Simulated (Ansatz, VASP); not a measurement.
BaTiO3 in VASP and in Ansatz

```
Ba Ti O
1.0
     3.98545    0.00000    0.00000
     0.00000    3.98545    0.00000
     0.00000    0.00000    4.26349
Ba Ti O
1 1 3
Direct
  0.50000 0.50000 0.59571
  0.00000 0.00000 0.11183
  0.00000 0.50000 0.05883
  0.50000 0.00000 0.05883
  0.00000 0.00000 0.53480
```

Alike in both runs: task single point; functional PBE; k mesh 8 × 8 × 6; occupations gaussian, width 0.02 eV; no spin polarisation.

|  | VASP | Ansatz |
| --- | --- | --- |
| version | VASP 6.6.1 | Ansatz 0.2.0 |
| potentials or method | VASP PAW PBE potentials, release 64 (Ba_sv, Ti_sv, O), cutoff 520 eV | scalar-relativistic, plane waves, PAW |
| valence electrons in the cell | 40 | 40 |

VASP gave:

| Item | Value |
| --- | --- |
| gap on the k mesh at the Fermi level (eV) | 1.79 |
| least direct gap on the mesh (eV) | 2.39 |
| pressure (GPa) | 0.4 |
| rms of the force components (eV/Å) | 0.037 |

Task: Which values does Ansatz return?

Result: gap on the k mesh at the Fermi level (eV): 1.84; least direct gap on the mesh (eV): 2.43; pressure (GPa): -1.1; rms of the force components (eV/Å): 0.000.

Atom by atom the forces differ by 0.037 eV/Å (rms over components).

Spin-orbit coupling is off throughout.
